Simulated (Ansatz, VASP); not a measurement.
## One calculation of Mo, two programs

```
Mo
1.0
     2.71789    0.00000    0.00000
    -1.35894    2.35376    0.00000
     0.00000    0.00000    2.45797
Mo
1
Direct
  0.00000 0.00000 0.50000
```

Alike in both runs: functional PBEsol; dispersion D3(BJ); k mesh 11 × 11 × 11; no spin polarisation.

Ansatz relaxed the structure, and its values are those at the end. VASP's run is a single point on that final structure, the one shown.

```csv
,VASP,Ansatz
version,VASP 6.6.1,Ansatz 0.2.0
potentials or method,"VASP PAW PBE potentials, release 64 (Mo_sv), cutoff 520 eV","plane waves, PAW"
occupations,"methfessel-paxton of order 1, width 0.1 eV","cold, width 0.1 eV"
valence electrons in the cell,14,14
```

Ansatz gave:

| Quantity | Value |
| --- | --- |
| pressure (GPa) | 0.0 |

Estimate VASP's values.

pressure (GPa): 0.8.

VASP's potentials were made for PBE, not for PBEsol.
